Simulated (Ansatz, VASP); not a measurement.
**TiAl2 in VASP and in Ansatz**

```xyz
6
Lattice="1.9795 -6.0472 0.0000 1.9795 6.0472 0.0000 0.0000 0.0000 4.0315" Properties=species:S:1:pos:R:3 pbc="T T T"
Ti    1.9795   -1.8021    0.0000
Ti    1.9795    1.8021    0.0000
Al    0.0000    0.0000    0.0000
Al    1.9795   -3.9186    2.0158
Al    1.9795    3.9186    2.0158
Al    1.9795    0.0000    2.0158
```

Alike in both runs: task single point; functional PBEsol; k mesh 10 × 10 × 10; no spin polarisation.

```csv
,VASP,Ansatz
version,VASP 6.6.1,Ansatz 0.2.0
potentials or method,"VASP PAW PBE potentials, release 64 (Ti_sv, Al), cutoff 520 eV","scalar-relativistic, plane waves, PAW"
occupations,"methfessel-paxton of order 1, width 0.5 eV","cold, width 0.5 eV"
valence electrons in the cell,36,36
```

|  | VASP | Ansatz | Ansatz less VASP |
| --- | --- | --- | --- |
| gap on the k mesh at the Fermi level (eV) | none | none | - |
| pressure (GPa) | -2.7 | -2.8 | -0.06 |
| traceless stress, the component that is largest in VASP (GPa) | 1.66 | 1.48 | -0.185 |
| rms of the force components (eV/Å) | 0.293 | 0.298 | +0.0050 |

VASP's potentials were made for PBE, not for PBEsol. Atom by atom the forces differ by 0.007 eV/Å (rms over components). A gap of «none» marks a metal or a gap that the smearing closes.
